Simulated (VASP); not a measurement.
Wanted: the native input for a VASP 6.6.1 run.

| Quantity | Value |
| --- | --- |
| Task | single point |
| Functional | LDA |
| Potentials or basis | VASP PAW LDA potentials, release 64 (Hf_pv, O) |
| Cutoff | 600 eV |
| k mesh | 8 × 8 × 8 |
| Occupations | gaussian, width 0.01 eV |
| Spin | no spin polarisation |
| Dipole correction | no |
| Further INCAR settings | ALGO = Normal; EDIFF = 1e-06; NBANDS = 18 |

The structure of HfO2 lies in POSCAR:

```
HfO2
1.0
    0.0000000000      2.4584450988      2.4584450988
    2.4584450988      0.0000000000      2.4584450988
    2.4584450988      2.4584450988      0.0000000000
Hf O
1 2
Direct
    0.0000000000      0.0000000000      0.0000000000
    0.2500000000      0.2500000000      0.2500000000
    0.7500000000      0.7500000000      0.7500000000
```

These files were run (other wordings do the same):

INCAR

```
PREC = Accurate ; ENCUT = 600
EDIFF = 1E-6 ; ISMEAR = 0
SIGMA = 0.01 ; LREAL = False
LASPH = True ; NELM = 120
ALGO = Normal ; ISIF = 2
LWAVE = False ; LCHARG = True
GGA = CA ; LELF = True
LVHAR = True ; NBANDS = 18
GGA_COMPAT = False
```

KPOINTS

```
Automatic mesh
0
Gamma
  8 8 8
```

Potentials or basis: VASP PAW LDA potentials, release 64 (Hf_pv, O).

The run is started by

```bash
$ cat potpaw_LDA.64/Hf_pv/POTCAR potpaw_LDA.64/O/POTCAR > POTCAR
$ mpirun -np 1 vasp_std > vasp.out
```

It gave:

```yaml
Pressure: 12.1 GPa
Band_gap_on_the_k_mesh: 3.84 eV
```

Caveat: the cell stands under pressure; spin-orbit coupling is left out, which moves the levels of the heavy elements.

Run time: 17 s on 1 thread of AMD EPYC 7R43 64-Core Processor (Zen 3), with other jobs on the host, peak memory 0.12 GiB.
